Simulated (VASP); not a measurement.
Here is a VASP 6.6.1 calculation.

File INCAR:

```
PREC = Accurate ; ENCUT = 520
EDIFF = 1E-6 ; ISMEAR = -1
SIGMA = 0.05 ; LREAL = Auto
LASPH = True ; NELM = 150
ALGO = Normal ; ISIF = 2
LWAVE = False ; LCHARG = True
ISPIN = 2 ; MAGMOM = 0 0 0 0 0 0 0 0 0.08 0 0.08 0.08 0 0 0.08 0 0.32
LORBIT = 11 ; GGA = PE
LELF = True ; LVHAR = True
NBANDS = 50
```

Contents of KPOINTS:

```
Automatic mesh
0
Gamma
  2 2 2
```

POSCAR

```
Mg8HO8
1.0
    0.0000000000      3.9520000000      3.9520000000
    3.9520000000      0.0000000000      3.9520000000
    3.9520000000      3.9520000000      0.0000000000
Mg O H
8 8 1
Direct
    0.0271634615      0.0216978745     -0.0070470648
    0.0245571862      0.0254934211      0.5001644737
   -0.0093370445      0.5153593117      0.0262398785
   -0.0169660931      0.5112727733      0.5374620445
    0.5041877530      0.0138284413     -0.0139802632
    0.5030996964      0.0252656883      0.4884488866
    0.4770116397      0.5483426113     -0.0225835020
    0.5277201417      0.4985956478      0.5169913968
    0.2558451417      0.2903846154      0.2514170040
    0.2507717611      0.2763537449      0.7486715587
    0.2969509109      0.7417636640      0.2532009109
    0.2875126518      0.7642079960      0.7087171053
    0.7649924089      0.2789094130      0.2137525304
    0.7569711538      0.2518598178      0.7708375506
    0.7562879555      0.7640561741      0.2599569838
    0.7655490891      0.8010501012      0.7026695344
    0.1593496964      0.6511260121      0.1383223684
```

Potentials or basis: VASP PAW PBE potentials, release 64 (Mg, O, H).

Launch:

```console
$ cat potpaw_PBE.64/Mg/POTCAR potpaw_PBE.64/O/POTCAR potpaw_PBE.64/H/POTCAR > POTCAR
$ mpirun -np 1 vasp_std > vasp.out
```

(1) What does it give for the largest force?

(2) What does it give for the pressure?

(3) Estimate the site moments.

(4) Predict the net moment.

## Answers

(1) 5.790 eV/Å.

(2) 67.6 GPa.

(3) Mg +0.01, +0.00, -0.00, +0.02 (each value once); O +0.06, -0.00, +0.12, +0.05, +0.07 (each value once); H +0.23 μB.

(4) 0.75 μB per cell.

Caveat: the k points lie up to 0.69 Å⁻¹ apart; a moment this small can come from the mesh or the smearing.
